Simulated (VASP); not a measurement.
# CoSi2 in VASP: notebook

The runs below take CoSi2 through relaxation of the atoms, with PBEsol.

Everything below comes from runs of VASP 6.6.1. Logs are shortened: lines on timing, memory, paths and dates and some standing lists are left out, and cuts for length are marked.

## (1) The cell of the first run

The cell holds a slab with vacuum, 9 atoms: a = 3.757 Å, b = 3.757 Å, c = 23.641 Å, α = 90.00°, β = 90.00°, γ = 90.00°.

## (2) Relaxation of the atoms, PBEsol

The input, INCAR:

```
SYSTEM = CoSi2
ALGO     = Normal         ! electronic algorithm
DIPOL    = 0.5 0.5 0.491
EDIFF    = 1E-7           ! SCF threshold, eV
EDIFFG   = -0.03          ! ionic threshold
ENCUT    = 520            ! plane-wave cutoff, eV
GGA      = PS             ! functional
GGA_COMPAT= .False.      
IBRION   = 2              ! ionic algorithm
IDIPOL   = 3            
ISIF     = 2              ! what is computed and relaxed
ISMEAR   = 0              ! smearing method
LASPH    = .True.         ! aspherical terms in the spheres
LCHARG   = .False.        ! write CHGCAR
LDIPOL   = .True.       
LREAL    = .False.        ! projectors in reciprocal space
LWAVE    = .False.        ! write WAVECAR
NELM     = 120            ! most SCF steps
NELMDL   = -8           
NELMIN   = 4            
NSW      = 90             ! ionic steps
PREC     = Accurate       ! precision mode
SIGMA    = 0.1            ! smearing width, eV
```

The input, KPOINTS:

```
k-points
0
Gamma
  8 8 1
  0 0 0
```

The input, POSCAR:

```
CoSi2
1.0
    3.7565103743      0.0000000000      0.0000000000
    0.0000000000      3.7565103743      0.0000000000
    0.0000000000      0.0000000000     23.6406348981
Si Co
6 3
Selective dynamics
Direct
    0.5000000000      0.0000000000      0.3595504113  F F F
    0.0000000000      0.5000000000      0.3595504113  F F F
    0.0000000000      0.5000000000      0.4719100823  F F F
    0.5000000000      0.0000000000      0.4719100823  F F F
    0.5000000000      0.0000000000      0.5842697532  T T T
    0.0000000000      0.5000000000      0.5842697532  T T T
    0.5000000000      0.5000000000      0.4157302468  F F F
    0.0000000000      0.0000000000      0.5280899177  T T T
    0.5000000000      0.5000000000      0.6404495887  T T T
```

Potentials or basis: VASP PAW PBE potentials, release 64 (Si, Co).

On the command line:

```bash
cat potpaw_PBE.64/Si/POTCAR potpaw_PBE.64/Co/POTCAR > POTCAR
mpirun -np 1 vasp_std > vasp.out
```

OUTCAR:

```text
SYSTEM = CoSi2
   EDIFF = 1E-7
   EDIFFG = -0.03
   ENCUT = 520
   GGA = PS
   IBRION = 2
   ISIF = 2
   ISMEAR = 0
   LASPH = .True.
   LREAL = .False.
   NELM = 120
   NELMDL = -8
   NELMIN = 4
   NSW = 90
   PREC = Accurate

 ion  position               nearest neighbor table
   1  0.500  0.000  0.360-   7 2.30   7 2.30   2 2.66   2 2.66   2 2.66   2 2.66   4 2.66
   2  0.000  0.500  0.360-   7 2.30   7 2.30   1 2.66   1 2.66   1 2.66   1 2.66   3 2.66
   3  0.000  0.500  0.472-   8 2.30   8 2.30   7 2.30   7 2.30   6 2.66   4 2.66   4 2.66   4 2.66
                             4 2.66   2 2.66
   4  0.500  0.000  0.472-   8 2.30   8 2.30   7 2.30   7 2.30   5 2.66   3 2.66   3 2.66   3 2.66
                             3 2.66   1 2.66
   5  0.500  0.000  0.584-   8 2.30   8 2.30   9 2.30   9 2.30   4 2.66   6 2.66   6 2.66   6 2.66
                             6 2.66
   6  0.000  0.500  0.584-   8 2.30   8 2.30   9 2.30   9 2.30   3 2.66   5 2.66   5 2.66   5 2.66
                             5 2.66
   7  0.500  0.500  0.416-   3 2.30   4 2.30   4 2.30   3 2.30   1 2.30   1 2.30   2 2.30   2 2.30

   8  0.000  0.000  0.528-   3 2.30   4 2.30   3 2.30   4 2.30   5 2.30   6 2.30   6 2.30   5 2.30

   9  0.500  0.500  0.640-   5 2.30   6 2.30   5 2.30   6 2.30

  LATTYP: Found a simple tetragonal cell.
 ALAT       =     3.7565103743
 C/A-ratio  =     6.2932436071

  Lattice vectors:

 A1 = (   3.7565103743,   0.0000000000,   0.0000000000)
 A2 = (   0.0000000000,   3.7565103743,   0.0000000000)
 A3 = (   0.0000000000,   0.0000000000,  23.6406348981)

Analysis of symmetry for initial positions (statically):
=====================================================================
 Subroutine PRICEL returns:
 Original cell was already a primitive cell.

 Routine SETGRP: Setting up the symmetry group for a
 simple tetragonal supercell.

 Subroutine GETGRP returns: Found  8 space group operations
 (whereof  8 operations were pure point group operations)
 out of a pool of 16 trial point group operations.

The static configuration has the point symmetry C_4v.

Analysis of symmetry for dynamics (positions and initial velocities):
=====================================================================
 Subroutine PRICEL returns:
 Original cell was already a primitive cell.

 Routine SETGRP: Setting up the symmetry group for a
 simple tetragonal supercell.

 Subroutine GETGRP returns: Found  8 space group operations
 (whereof  8 operations were pure point group operations)
 out of a pool of 16 trial point group operations.

The dynamic configuration has the point symmetry C_4v.

Analysis of constrained symmetry for selective dynamics:
=====================================================================
 Subroutine PRICEL returns:
 Original cell was already a primitive cell.

 Routine SETGRP: Setting up the symmetry group for a
 simple tetragonal supercell.

 Subroutine GETGRP returns: Found  8 space group operations
 (whereof  8 operations were pure point group operations)
 out of a pool of 16 trial point group operations.

The constrained configuration has the point symmetry C_4v.

 Subroutine INISYM returns: Found  8 space group operations
 (whereof  8 operations are pure point group operations),
 and found     1 'primitive' translations

----------------------------------------------------------------------------------------

                                     Primitive cell

  volume of cell :     333.6018

  direct lattice vectors                    reciprocal lattice vectors
     3.756510374  0.000000000  0.000000000     0.266204509  0.000000000  0.000000000
     0.000000000  3.756510374  0.000000000     0.000000000  0.266204509  0.000000000
     0.000000000  0.000000000 23.640634898     0.000000000  0.000000000  0.042300048

  length of vectors
     3.756510374  3.756510374 23.640634898     0.266204509  0.266204509  0.042300048

  position of ions in fractional coordinates (direct lattice)
     0.500000000  0.000000000  0.359550411
     0.000000000  0.500000000  0.359550411
     0.000000000  0.500000000  0.471910082
     0.500000000  0.000000000  0.471910082
     0.500000000  0.000000000  0.584269753
     0.000000000  0.500000000  0.584269753
     0.500000000  0.500000000  0.415730247
[... 35 lines left out ...]

 Subroutine IBZKPT returns following result:
 ===========================================

 Found     15 irreducible k-points:

 Following reciprocal coordinates:
            Coordinates               Weight
  0.000000  0.000000  0.000000      1.000000
  0.125000  0.000000  0.000000      4.000000
  0.250000  0.000000  0.000000      4.000000
  0.375000  0.000000  0.000000      4.000000
  0.500000  0.000000  0.000000      2.000000
  0.125000  0.125000  0.000000      4.000000
  0.250000  0.125000  0.000000      8.000000
  0.375000  0.125000  0.000000      8.000000
  0.500000  0.125000  0.000000      4.000000
  0.250000  0.250000  0.000000      4.000000
  0.375000  0.250000  0.000000      8.000000
  0.500000  0.250000  0.000000      4.000000
  0.375000  0.375000  0.000000      4.000000
  0.500000  0.375000  0.000000      4.000000
  0.500000  0.500000  0.000000      1.000000
   k-points           NKPTS =     15   k-points in BZ     NKDIM =     15   number of bands    NBANDS=     30
   number of dos      NEDOS =    301   number of ions     NIONS =      9
   total plane-waves  NPLWV = 141120
   dimension x,y,z NGX =    28 NGY =   28 NGZ =  180
   dimension x,y,z NGXF=    56 NGYF=   56 NGZF=  360
   ions per type =               6   3
   NGX,Y,Z   is equivalent  to a cutoff of  12.39, 12.39, 12.66 a.u.
   NGXF,Y,Z  is equivalent  to a cutoff of  24.78, 24.78, 25.32 a.u.
 SYSTEM =  CoSi2
   PREC   = accura    normal or accurate (medium, high low for compatibility)
   ISTART =      0    job   : 0-new  1-cont  2-samecut
   ICHARG =      2    charge: 1-file 2-atom 10-const
   ISPIN  =      1    spin polarized calculation?
   LNONCOLLINEAR =      F non collinear calculations
   LSORBIT =      F    spin-orbit coupling
   LASPH  =      T    aspherical Exc in radial PAW
   ENCUT  =  520.0 eV  38.22 Ry    6.18 a.u.   6.98  6.98 43.96*2*pi/ulx,y,z
   NELM   =    120;   NELMIN=  4; NELMDL= -8     # of ELM steps
   EDIFF  = 0.1E-06   stopping-criterion for ELM
   LREAL  =      F    real-space projection
   EDIFFG = -.3E-01   stopping-criterion for IOM
   NSW    =     90    number of steps for IOM
   IBRION =      2    ionic relax: 0-MD 1-quasi-New 2-CG
   NFREE  =      1    steps in history (QN), initial steepest desc. (CG)
   ISIF   =      2    stress and relaxation
   ISYM   =      2    0-nonsym 1-usesym 2-fastsym
   POTIM  = 0.5000    time-step for ionic-motion
   TEBEG  =    0.0;   TEEND  =   0.0 temperature during run
   PSTRESS=    0.0 pullay stress
   NELECT =      51.0000    total number of electrons
   NUPDOWN=      -1.0000    fix difference up-down
   EMIN   =  10.00;   EMAX   =-10.00  energy-range for DOS
   EFERMI =   0.00;   METHOD = LEGACY
   ISMEAR =     0;   SIGMA  =   0.10  broadening in eV -4-tet -1-fermi 0-gaus
   EFERMI_NEDOS =   21; number of points for ismear=-14 and -15
   IALGO  =     38    algorithm
   IMIX   =      4    mixing-type and parameters
     AMIX     =   0.40;   BMIX     =  1.00
     AMIX_MAG =   1.60;   BMIX_MAG =  1.00
  volume/ion in A,a.u.               =      37.07       250.14
  Fermi-wavevector in a.u.,A,eV,Ry     =   0.875364  1.654198 10.425634  0.766262
  Thomas-Fermi vector in A             =   1.995025
   LORBIT       =      0    0 simple, 1 ext, 2 COOP (PROOUT), +10 PAW based schemes
   GGA     = PS    functional components
   LHFCALC =     F    Hartree Fock is set to
   AEXX    =    0.0000 exact exchange contribution
   IVDW    =     0    specifies the selected vdW correction
   LEPSILON=     F    determine dielectric tensor
   LRPA    =     F    only Hartree local field effects (RPA)
 conjugate gradient relaxation of ions
 non-spin polarized calculation
 Gauss-broadening in eV      SIGMA  =   0.10
  energy-cutoff  :      520.00
  volume of cell :      333.60
 maximum number of plane-waves:      9028
 NGX is ok and might be reduce to    28
   NGX = 13   NGY = 13   NGZ = 87

 dipolmoment           0.000000      0.000000      0.032692 electrons x Angstroem

--------------------------------------- Ionic step        1  -------------------------------------------

 number of electron      50.9999992 magnetization

 Free energy of the ion-electron system (eV)
  ---------------------------------------------------
  ext. energy  EPLUGINS =         0.00000000
  ---------------------------------------------------
  free energy    TOTEN  =       -58.26271005 eV

  energy without entropy =      -58.22554161  energy(sigma->0) =      -58.24412583

------------------------ aborting loop because EDIFF is reached ----------------------------------------

  FORCE on cell =-STRESS in cart. coord.  units (eV):
  Direction    XX          YY          ZZ          XY          YZ          ZX
  --------------------------------------------------------------------------------------
  -------------------------------------------------------------------------------------
  Total       -4.1504449     -4.1504449     -1.5994144      0.0000000      0.0000000      0.0000000
  in kB      -19.9331952    -19.9331952     -7.6814511      0.0000000      0.0000000      0.0000000
  external PRESSURE =     -15.8492805 kB  Pullay stress =       0.0000000 kB
[... 202 lines left out ...]
--------------------------------------- Ionic step        6  -------------------------------------------

 number of electron      50.9999991 magnetization

 dipolmoment           0.000000      0.000000     -0.056964 electrons x Angstroem

 Free energy of the ion-electron system (eV)
  ---------------------------------------------------
  ext. energy  EPLUGINS =         0.00000000
  ---------------------------------------------------
  free energy    TOTEN  =       -58.31922907 eV

  energy without entropy =      -58.28338567  energy(sigma->0) =      -58.30130737

 E-fermi :   0.5842     XC(G=0):  -4.8946

 val. band max:        0.5579577402   @ k =   0.5000   0.3750   0.0000
 cond. band min:       0.5991509566   @ k =   0.2500   0.2500   0.0000
 fundamental gap:      0.0411932164
 Fermi energy:         0.5842303592

 k-point     1 :       0.0000    0.0000    0.0000
  band No.  band energies     occupation
      1     -12.2545      2.00000
      2     -10.9221      2.00000
      3      -9.2195      2.00000
      4      -5.5410      2.00000
      5      -5.4026      2.00000
      6      -4.5110      2.00000
[... 484 lines left out ...]
     29       0.1095      2.00000
     30       3.3739      0.00000

------------------------ aborting loop because EDIFF is reached ----------------------------------------

 vacuum level on the upper side and lower side of the slab       (xc-potential included)        -0.364         0.350

  FORCE on cell =-STRESS in cart. coord.  units (eV):
  Direction    XX          YY          ZZ          XY          YZ          ZX
  --------------------------------------------------------------------------------------
  -------------------------------------------------------------------------------------
  Total       -3.4739401     -3.4739401     -0.5777642      0.0000000      0.0000000      0.0000000
  in kB      -16.6841692    -16.6841692     -2.7748076      0.0000000      0.0000000      0.0000000
  external PRESSURE =     -12.0477153 kB  Pullay stress =       0.0000000 kB
[... 24 lines left out ...]
  FREE ENERGIE OF THE ION-ELECTRON SYSTEM (eV)
  ---------------------------------------------------
  free  energy   TOTEN  =       -58.3192290703 eV

  energy  without entropy=      -58.2833856654  energy(sigma->0) =      -58.30130737

 reached required accuracy - stopping structural energy minimisation

 vacuum level on the upper side and lower side of the slab         4.675         5.404
```

It took 18 min on 1 thread of AMD EPYC 9R14 (Zen 4), shared host; peak memory 0.44 GiB.

What came out:

| Quantity | Value |
| --- | --- |
| Free energy | -58.3192 eV |
| Energy gained by relaxing | 6.3 meV/atom |
| Ionic steps | 6 |
| Band gap on the k mesh | zero (an odd number of electrons rules out a gap without spin polarisation) |

Step by step:
```
step  energy change (eV)  largest force on free atoms (eV/Å)  pressure (GPa)
   1              0.0000                              1.0131           -1.58
   2             -0.0543                              0.2163           -1.32
   3             -0.0562                              0.0335           -1.25
   4             -0.0562                              0.0348           -1.24
   5             -0.0563                              0.0327           -1.23
   6             -0.0565                              0.0263           -1.20
```

Final structure:
```yaml
crystal:
  lattice:
    - [3.75651, 0.00000, 0.00000]
    - [0.00000, 3.75651, 0.00000]
    - [0.00000, 0.00000, 23.64063]
  atoms:
    - { symbol: Si, position: [0.50000, 0.00000, 0.35955] }
    - { symbol: Si, position: [0.00000, 0.50000, 0.35955] }
    - { symbol: Si, position: [0.00000, 0.50000, 0.47191] }
    - { symbol: Si, position: [0.50000, 0.00000, 0.47191] }
    - { symbol: Si, position: [0.50000, 0.00000, 0.58566] }
    - { symbol: Si, position: [0.00000, 0.50000, 0.58566] }
    - { symbol: Co, position: [0.50000, 0.50000, 0.41573] }
    - { symbol: Co, position: [0.00000, 0.00000, 0.52739] }
    - { symbol: Co, position: [0.50000, 0.50000, 0.63762] }
```

Caveat: the PAW data sets were made with another functional, which shifts forces and pressure a little; the run has no spin polarisation, though such a crystal can be magnetic. Spin polarisation is off, so any magnetic state and its effect on volume and gap are missing.

## (3) Relaxation of the atoms, PBEsol

INCAR, as its differences from that of step 2:

```diff
@@ -1,5 +1,5 @@
 SYSTEM = CoSi2
-ALGO     = Normal         ! electronic algorithm
+ALGO     = Fast           ! electronic algorithm
 DIPOL    = 0.5 0.5 0.491
-EDIFF    = 1E-7           ! SCF threshold, eV
+EDIFF    = 1E-6           ! SCF threshold, eV
 EDIFFG   = -0.03          ! ionic threshold
@@ -7,3 +7,2 @@
 GGA      = PS             ! functional
-GGA_COMPAT= .False.      
 IBRION   = 2              ! ionic algorithm
@@ -17,5 +16,3 @@
 LWAVE    = .False.        ! write WAVECAR
-NELM     = 120            ! most SCF steps
-NELMDL   = -8           
-NELMIN   = 4            
+NELM     = 60             ! most SCF steps
 NSW      = 90             ! ionic steps
```

KPOINTS is that of step 2.

The input, POSCAR:

```
CoSi2
1.0
    3.7565103784      0.0000000000      0.0000000000
    0.0000000000      3.7565103784      0.0000000000
    0.0000000000      0.0000000000     23.6406349055
Si Co
6 3
Selective dynamics
Direct
    0.5000000000      0.0000000000      0.3595504111  F F F
    0.0000000000      0.5000000000      0.3595504111  F F F
    0.0000000000      0.5000000000      0.4719100822  F F F
    0.5000000000      0.0000000000      0.4719100822  F F F
    0.5000000000      0.0000000000      0.5842697533  T T T
    0.0000000000      0.5000000000      0.5842697533  T T T
    0.5000000000      0.5000000000      0.4157302467  F F F
    0.0000000000      0.0000000000      0.5280899178  T T T
    0.5000000000      0.5000000000      0.6404495889  T T T
```

Potentials or basis: VASP PAW PBE potentials, release 64 (Si, Co).

On the command line:

```bash
cat potpaw_PBE.64/Si/POTCAR potpaw_PBE.64/Co/POTCAR > POTCAR
mpirun -np 1 vasp_std > vasp.out
```

Run time: 15 min. Hardware: 1 thread of Oxide Virtual Turin-like, shared host; peak memory 0.44 GiB.

It converged, with:

| Item | Value |
| --- | --- |
| Free energy | -58.3192 eV |
| Energy gained by relaxing | 43.3 meV/atom |
| Ionic steps | 6 |
| Band gap on the k mesh | zero (an odd number of electrons rules out a gap without spin polarisation) |

Step by step:
```
step  energy change (eV)  largest force on free atoms (eV/Å)  pressure (GPa)
   1              0.0000                              0.9164           -0.19
   2             -0.3854                              0.2939           -1.35
   3             -0.3856                              0.2855           -1.36
   4             -0.3872                              0.2215           -1.32
   5             -0.3894                              0.0632           -1.24
   6             -0.3896                              0.0220           -1.20
```

Final structure:
```yaml
crystal:
  lattice:
    - [3.75651, 0.00000, 0.00000]
    - [0.00000, 3.75651, 0.00000]
    - [0.00000, 0.00000, 23.64063]
  atoms:
    - { symbol: Si, position: [0.50000, 0.00000, 0.35955] }
    - { symbol: Si, position: [0.00000, 0.50000, 0.35955] }
    - { symbol: Si, position: [0.00000, 0.50000, 0.47191] }
    - { symbol: Si, position: [0.50000, 0.00000, 0.47191] }
    - { symbol: Si, position: [0.50000, 0.00000, 0.58568] }
    - { symbol: Si, position: [0.00000, 0.50000, 0.58568] }
    - { symbol: Co, position: [0.50000, 0.50000, 0.41573] }
    - { symbol: Co, position: [0.00000, 0.00000, 0.52739] }
    - { symbol: Co, position: [0.50000, 0.50000, 0.63769] }
```

Levels at points of the mesh, in eV from the Fermi level:
| k point | band 22 | band 23 | band 24 | band 25 | band 26 | band 27 | band 28 | band 29 |
| --- | --- | --- | --- | --- | --- | --- | --- | --- |
| (0.00, 0.00, 0.00) | -0.86 | 0.06 | 0.06 | 0.11 | 0.66 | 1.50 | 1.91 | 2.12 |
| (0.50, 0.00, 0.00) | -0.95 | -0.94 | -0.34 | 0.02 | 0.24 | 0.89 | 1.72 | 1.87 |
| (0.50, 0.50, 0.00) | -1.17 | -1.13 | -0.91 | -0.91 | -0.82 | -0.60 | -0.47 | -0.47 |

Caveat: the PAW data sets were made with another functional, which shifts forces and pressure a little; the run has no spin polarisation, though such a crystal can be magnetic. Spin polarisation is off, so any magnetic state and its effect on volume and gap are missing.

The gap in the log of VASP goes by the Fermi energy; the results here count the filled bands.